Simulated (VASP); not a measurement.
# Rb3Pt (Pm-3m) in VASP: single point with PBE

Aim: the single point of Rb3Pt with PBE.

Everything below comes from runs of VASP 6.6.1. Logs are shortened: lines on timing, memory, paths and dates and some standing lists are left out, and cuts for length are marked.

### Step 1. The cell of the first run

The structure is cubic, space group Pm-3m (No. 221). The conventional cell has a = 5.499 Å, b = 5.499 Å, c = 5.499 Å, α = 90.00°, β = 90.00°, γ = 90.00°. Rb (site symmetry 4/mmm) has 8 Rb at 3.89 Å and 4 Pt at 3.89 Å within 5.1 Å. Pt (site symmetry m-3m) has 12 Rb at 3.89 Å within 5.1 Å.

### Step 2. Single point, PBE

INCAR reads:

```
SYSTEM = Rb3Pt
ALGO = Normal
EDIFF = 1E-6
ENCUT = 520
GGA = PE
ISIF = 2
ISMEAR = 1
LASPH = .True.
LCHARG = .False.
LREAL = .False.
LWAVE = .False.
NBANDS = 26
NELM = 100
PREC = Accurate
SIGMA = 0.1
```

KPOINTS reads:

```
k-points
0
Gamma
  2 2 2
  0 0 0
```

POSCAR reads:

```
Rb3Pt
1.0
    5.4987900000      0.0000000000      0.0000000000
    0.0000000000      5.4987900000      0.0000000000
    0.0000000000      0.0000000000      5.4987900000
Rb Pt
3 1
Direct
    0.0000000000      0.0000000000      0.5000000000
    0.0000000000      0.5000000000      0.0000000000
    0.5000000000      0.0000000000      0.0000000000
    0.5000000000      0.5000000000      0.5000000000
```

Potentials or basis: VASP PAW PBE potentials, release 64 (Rb_sv, Pt).

On the command line:

```sh
$ cat potpaw_PBE.64/Rb_sv/POTCAR potpaw_PBE.64/Pt/POTCAR > POTCAR
$ mpirun -np 1 vasp_std > vasp.out
```

OUTCAR:

```text
SYSTEM = Rb3Pt
   EDIFF = 1E-6
   ENCUT = 520
   GGA = PE
   ISIF = 2
   ISMEAR = 1
   LASPH = .True.
   LREAL = .False.
   NELM = 100
   PREC = Accurate

 ion  position               nearest neighbor table
   1  0.000  0.000  0.500-   2 3.89   3 3.89   4 3.89   2 3.89   3 3.89   2 3.89   4 3.89   2 3.89
                             3 3.89   4 3.89   3 3.89   4 3.89
   2  0.000  0.500  0.000-   1 3.89   3 3.89   4 3.89   1 3.89   4 3.89   1 3.89   3 3.89   1 3.89
                             3 3.89   4 3.89   4 3.89   3 3.89
   3  0.500  0.000  0.000-   1 3.89   2 3.89   4 3.89   1 3.89   4 3.89   2 3.89   4 3.89   4 3.89
                             1 3.89   2 3.89   1 3.89   2 3.89
   4  0.500  0.500  0.500-   1 3.89   2 3.89   3 3.89   2 3.89   3 3.89   1 3.89   3 3.89   3 3.89
                             1 3.89   2 3.89   2 3.89   1 3.89

  LATTYP: Found a simple cubic cell.
 ALAT       =     5.4987900000

  Lattice vectors:

 A1 = (   5.4987900000,   0.0000000000,   0.0000000000)
 A2 = (   0.0000000000,   5.4987900000,   0.0000000000)
 A3 = (   0.0000000000,   0.0000000000,   5.4987900000)

Analysis of symmetry for initial positions (statically):
=====================================================================
 Subroutine PRICEL returns:
 Original cell was already a primitive cell.

 Routine SETGRP: Setting up the symmetry group for a
 simple cubic supercell.

 Subroutine GETGRP returns: Found 48 space group operations
 (whereof 48 operations were pure point group operations)
 out of a pool of 48 trial point group operations.

The static configuration has the point symmetry O_h .

Analysis of symmetry for dynamics (positions and initial velocities):
=====================================================================
 Subroutine PRICEL returns:
 Original cell was already a primitive cell.

 Routine SETGRP: Setting up the symmetry group for a
 simple cubic supercell.

 Subroutine GETGRP returns: Found 48 space group operations
 (whereof 48 operations were pure point group operations)
 out of a pool of 48 trial point group operations.

The dynamic configuration has the point symmetry O_h .

 Subroutine INISYM returns: Found 48 space group operations
 (whereof 48 operations are pure point group operations),
 and found     1 'primitive' translations

----------------------------------------------------------------------------------------

                                     Primitive cell

  volume of cell :     166.2652

  direct lattice vectors                    reciprocal lattice vectors
     5.498790000  0.000000000  0.000000000     0.181858191  0.000000000  0.000000000
     0.000000000  5.498790000  0.000000000     0.000000000  0.181858191  0.000000000
     0.000000000  0.000000000  5.498790000     0.000000000  0.000000000  0.181858191

  length of vectors
     5.498790000  5.498790000  5.498790000     0.181858191  0.181858191  0.181858191

  position of ions in fractional coordinates (direct lattice)
     0.000000000  0.000000000  0.500000000
     0.000000000  0.500000000  0.000000000
     0.500000000  0.000000000  0.000000000
     0.500000000  0.500000000  0.500000000

  ion indices of the primitive-cell ions
   primitive index   ion index
                 1           1
                 2           2
                 3           3
                 4           4

----------------------------------------------------------------------------------------

 KPOINTS: k-points

Automatic generation of k-mesh.
 Grid dimensions read from file:
 generate k-points for:    2    2    2

 Generating k-lattice:

  Cartesian coordinates                     Fractional coordinates (reciprocal lattice)
     0.090929095  0.000000000  0.000000000     0.500000000  0.000000000  0.000000000
     0.000000000  0.090929095  0.000000000     0.000000000  0.500000000  0.000000000
     0.000000000  0.000000000  0.090929095     0.000000000  0.000000000  0.500000000

  Length of vectors
     0.090929095  0.090929095  0.090929095

  Shift w.r.t. Gamma in fractional coordinates (k-lattice)
     0.000000000  0.000000000  0.000000000

 Subroutine IBZKPT returns following result:
 ===========================================

 Found      4 irreducible k-points:

 Following reciprocal coordinates:
            Coordinates               Weight
  0.000000  0.000000  0.000000      1.000000
  0.500000  0.000000  0.000000      3.000000
  0.500000  0.500000  0.000000      3.000000
  0.500000  0.500000  0.500000      1.000000
   k-points           NKPTS =      4   k-points in BZ     NKDIM =      4   number of bands    NBANDS=     26
   number of dos      NEDOS =    301   number of ions     NIONS =      4
   total plane-waves  NPLWV =  74088
   dimension x,y,z NGX =    42 NGY =   42 NGZ =   42
   dimension x,y,z NGXF=    84 NGYF=   84 NGZF=   84
   ions per type =               3   1
   NGX,Y,Z   is equivalent  to a cutoff of  12.70, 12.70, 12.70 a.u.
   NGXF,Y,Z  is equivalent  to a cutoff of  25.40, 25.40, 25.40 a.u.
 SYSTEM =  Rb3Pt
   PREC   = accura    normal or accurate (medium, high low for compatibility)
   ISTART =      0    job   : 0-new  1-cont  2-samecut
   ICHARG =      2    charge: 1-file 2-atom 10-const
   ISPIN  =      1    spin polarized calculation?
   LNONCOLLINEAR =      F non collinear calculations
   LSORBIT =      F    spin-orbit coupling
   LASPH  =      T    aspherical Exc in radial PAW
   ENCUT  =  520.0 eV  38.22 Ry    6.18 a.u.  10.22 10.22 10.22*2*pi/ulx,y,z
   NELM   =    100;   NELMIN=  2; NELMDL= -5     # of ELM steps
   EDIFF  = 0.1E-05   stopping-criterion for ELM
   LREAL  =      F    real-space projection
   EDIFFG = 0.1E-04   stopping-criterion for IOM
   NSW    =      0    number of steps for IOM
   IBRION =     -1    ionic relax: 0-MD 1-quasi-New 2-CG
   NFREE  =      0    steps in history (QN), initial steepest desc. (CG)
   ISIF   =      2    stress and relaxation
   ISYM   =      2    0-nonsym 1-usesym 2-fastsym
   POTIM  = 0.5000    time-step for ionic-motion
   TEBEG  =    0.0;   TEEND  =   0.0 temperature during run
   PSTRESS=    0.0 pullay stress
   NELECT =      37.0000    total number of electrons
   NUPDOWN=      -1.0000    fix difference up-down
   EMIN   =  10.00;   EMAX   =-10.00  energy-range for DOS
   EFERMI =   0.00;   METHOD = LEGACY
   ISMEAR =     1;   SIGMA  =   0.10  broadening in eV -4-tet -1-fermi 0-gaus
   EFERMI_NEDOS =   21; number of points for ismear=-14 and -15
   IALGO  =     38    algorithm
   IMIX   =      4    mixing-type and parameters
     AMIX     =   0.40;   BMIX     =  1.00
     AMIX_MAG =   1.60;   BMIX_MAG =  1.00
  volume/ion in A,a.u.               =      41.57       280.50
  Fermi-wavevector in a.u.,A,eV,Ry     =   0.992068  1.874737 13.390849  0.984200
  Thomas-Fermi vector in A             =   2.123854
   LORBIT       =      0    0 simple, 1 ext, 2 COOP (PROOUT), +10 PAW based schemes
   GGA     = PE    functional components
   LHFCALC =     F    Hartree Fock is set to
   AEXX    =    0.0000 exact exchange contribution
   IVDW    =     0    specifies the selected vdW correction
   LEPSILON=     F    determine dielectric tensor
   LRPA    =     F    only Hartree local field effects (RPA)
 non-spin polarized calculation
 Methfessel and Paxton  Order N= 1 SIGMA  =   0.10
  energy-cutoff  :      520.00
  volume of cell :      166.27
 maximum number of plane-waves:      4500
 NGX is ok and might be reduce to    42
   NGX = 21   NGY = 21   NGZ = 21

 number of electron      37.0000003 magnetization

 Free energy of the ion-electron system (eV)
  ---------------------------------------------------
  ext. energy  EPLUGINS =         0.00000000
  ---------------------------------------------------
  free energy    TOTEN  =        -8.14588137 eV

  energy without entropy =       -8.14669775  energy(sigma->0) =       -8.14615350

 E-fermi :   1.4416     XC(G=0):  -7.7075

 val. band max:        1.3581799780   @ k =   0.0000   0.0000   0.0000
 cond. band min:       2.4267781954   @ k =   0.5000   0.5000   0.0000
 fundamental gap:      1.0685982173
 Fermi energy:         1.4416066984

 k-point     1 :       0.0000    0.0000    0.0000
  band No.  band energies     occupation
      1     -26.6762      2.00000
      2     -26.5645      2.00000
      3     -26.5645      2.00000
      4     -11.1101      2.00000
      5     -11.1101      2.00000
      6     -11.1101      2.00000
[... 18 lines left out ...]
     25       5.1656      0.00000
     26       5.1656      0.00000

 k-point     2 :       0.5000    0.0000    0.0000
  band No.  band energies     occupation
      1     -26.6389      2.00000
      2     -26.6017      2.00000
      3     -26.5641      2.00000
      4     -11.0074      2.00000
      5     -11.0074      2.00000
      6     -10.8982      2.00000
[... 18 lines left out ...]
     25       5.7471      0.00000
     26       5.8596      0.00000

 k-point     3 :       0.5000    0.5000    0.0000
  band No.  band energies     occupation
      1     -26.6014      2.00000
      2     -26.6012      2.00000
      3     -26.6012      2.00000
      4     -11.1905      2.00000
      5     -10.9574      2.00000
      6     -10.8716      2.00000
[... 18 lines left out ...]
     25       4.9806      0.00000
     26       6.2584      0.00000

 k-point     4 :       0.5000    0.5000    0.5000
  band No.  band energies     occupation
      1     -26.6008      2.00000
      2     -26.6008      2.00000
      3     -26.6008      2.00000
      4     -11.4632      2.00000
      5     -10.9472      2.00000
      6     -10.9472      2.00000
[... 18 lines left out ...]
     25       4.2805      0.00000
     26       6.6073      0.00000

------------------------ aborting loop because EDIFF is reached ----------------------------------------

  FORCE on cell =-STRESS in cart. coord.  units (eV):
  Direction    XX          YY          ZZ          XY          YZ          ZX
  --------------------------------------------------------------------------------------
  -------------------------------------------------------------------------------------
  Total       -0.3139843     -0.3139843     -0.3139843     -0.0000000     -0.0000000      0.0000000
  in kB       -3.0256389     -3.0256389     -3.0256389     -0.0000000     -0.0000000      0.0000000
  external PRESSURE =      -3.0256389 kB  Pullay stress =       0.0000000 kB

 VOLUME and BASIS-vectors are now :
 -----------------------------------------------------------------------------
  energy-cutoff  :      520.00
  volume of cell :      166.27
      direct lattice vectors                 reciprocal lattice vectors
     5.498790000  0.000000000  0.000000000     0.181858191  0.000000000  0.000000000
     0.000000000  5.498790000  0.000000000     0.000000000  0.181858191  0.000000000
     0.000000000  0.000000000  5.498790000     0.000000000  0.000000000  0.181858191

 POSITION                                       TOTAL-FORCE (eV/Angst)
 -----------------------------------------------------------------------------------
      0.00000      0.00000      2.74939         0.000000      0.000000      0.000000
      0.00000      2.74939      0.00000         0.000000      0.000000      0.000000
      2.74939      0.00000      0.00000         0.000000      0.000000      0.000000
      2.74939      2.74939      2.74939         0.000000      0.000000      0.000000
 -----------------------------------------------------------------------------------
    total drift:                                0.000000      0.000000     -0.000000

  FREE ENERGIE OF THE ION-ELECTRON SYSTEM (eV)
  ---------------------------------------------------
  free  energy   TOTEN  =        -8.1458813740 eV

  energy  without entropy=       -8.1466977506  energy(sigma->0) =       -8.14615350
```

Wall time 12 s (1 thread of Intel Xeon 6975P-C (Granite Rapids), shared host); peak memory 0.24 GiB.

Results:

```
Free energy : -8.1459 eV
Pressure    : -0.3 GPa
```

Caveat: the k points lie up to 0.57 Å⁻¹ apart; spin-orbit coupling is left out, which moves the levels of the heavy elements.
